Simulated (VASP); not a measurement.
Crystal: La.

```
La
1.0
     3.75000    0.00000    0.00000
    -1.87500    3.24760    0.00000
     0.00000    0.00000    6.07000
La
2
Direct
  0.66667 0.33333 0.75000
  0.33333 0.66667 0.25000
```

```yaml
Program: VASP 6.6.1
Task: relaxation of cell and atoms
Functional: PBEsol
Potentials_or_basis: VASP PAW PBE potentials, release 64 (La)
Cutoff: 600 eV
k_mesh: 8 × 8 × 5
Occupations: fermi-dirac, width 0.05 eV
Spin: no spin polarisation
```

At the start: pressure -1.4 GPa; volume 36.96 Å³/atom.

Task: How do energy, volume and symmetry change on relaxing?

Result: Over 3 steps the energy falls by 9.6 meV/atom and the volume is 34.86 Å³/atom (-5.7 %); space group P6_3/mmc (No. 194, to 0.1 Å) before and after.

The path:
| step | energy change (eV) | largest force (eV/Å) | pressure (GPa) | volume (Å³) |
| --- | --- | --- | --- | --- |
| 1 | 0.0000 | 0.0000 | -1.43 | 73.92 |
| 2 | -0.0187 | 0.0000 | -0.26 | 70.45 |
| 3 | -0.0193 | 0.0000 | -0.01 | 69.73 |

Final structure:
```yaml
crystal:
  lattice:
    - [3.68262, 0.00000, 0.00000]
    - [-1.84131, 3.18924, 0.00000]
    - [0.00000, 0.00000, 5.93711]
  atoms:
    - { symbol: La, position: [0.66667, 0.33333, 0.75000] }
    - { symbol: La, position: [0.33333, 0.66667, 0.25000] }
```

Caveat: the PAW data sets were made with another functional, which shifts forces and pressure a little.
